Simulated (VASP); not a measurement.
Write the native input for VASP 6.6.1 that does the following.

- Task: relaxation of cell and atoms
- Functional: PBEsol
- Potentials or basis: VASP PAW PBE potentials, release 64 (Ga_d, N)
- Cutoff: 600 eV
- k mesh: 12 × 12 × 4
- Occupations: gaussian, width 0.01 eV
- Spin: no spin polarisation
- Dipole correction: no
- Further INCAR settings: ALGO = Normal; EDIFF = 1e-06; IBRION = 2; EDIFFG = -0.01; NSW = 80; ISIF = 3

The structure of GaN lies in POSCAR:

```
GaN
1.0
    3.1800000000      0.0000000000      0.0000000000
   -1.5900000000      2.7539607800      0.0000000000
    0.0000000000      0.0000000000      5.1660000000
Ga N
2 2
Direct
    0.3333333300      0.6666666700      0.0000000000
    0.6666666700      0.3333333300      0.5000000000
    0.3333333300      0.6666666700      0.3750000000
    0.6666666700      0.3333333300      0.8750000000
```

The input as run:

INCAR

```
SYSTEM = GaN
PREC = Accurate
ENCUT = 600
EDIFF = 1E-6
ISMEAR = 0
SIGMA = 0.01
LREAL = .False.
LASPH = .True.
NELM = 100
ALGO = Normal
ISIF = 3
LWAVE = .False.
LCHARG = .False.
GGA = PS
IBRION = 2
NSW = 80
EDIFFG = -0.01
```

KPOINTS

```
Automatic mesh
0
Gamma
  12 12 4
  0 0 0
```

Potentials or basis: VASP PAW PBE potentials, release 64 (Ga_d, N).

Launch:

```console
$ cat potpaw_PBE.64/Ga_d/POTCAR potpaw_PBE.64/N/POTCAR > POTCAR
$ mpirun -np 1 vasp_std > vasp.out
```

It gave:

| Item | Value |
| --- | --- |
| Relaxed volume | 11.35 Å³/atom |
| Relaxed cell | a = 3.180 Å, b = 3.180 Å, c = 5.183 Å, α = 90.00°, β = 90.00°, γ = 120.00° |
| Space group after relaxing (to 0.05 Å) | P6_3mc (No. 186) |
| Energy gained by relaxing | 0.5 meV/atom |
| Ionic steps | 6 |
| Pressure after relaxing | 0.0 GPa |
| Largest force after relaxing | 0.007 eV/Å |
| Band gap on the k mesh | 1.91 eV, direct |

Caveat: the PAW data sets were made with another functional, which shifts forces and pressure a little.

It took 5 min on 1 thread of AMD EPYC 7R43 64-Core Processor (Zen 3), on a shared host, peak memory 0.18 GiB.
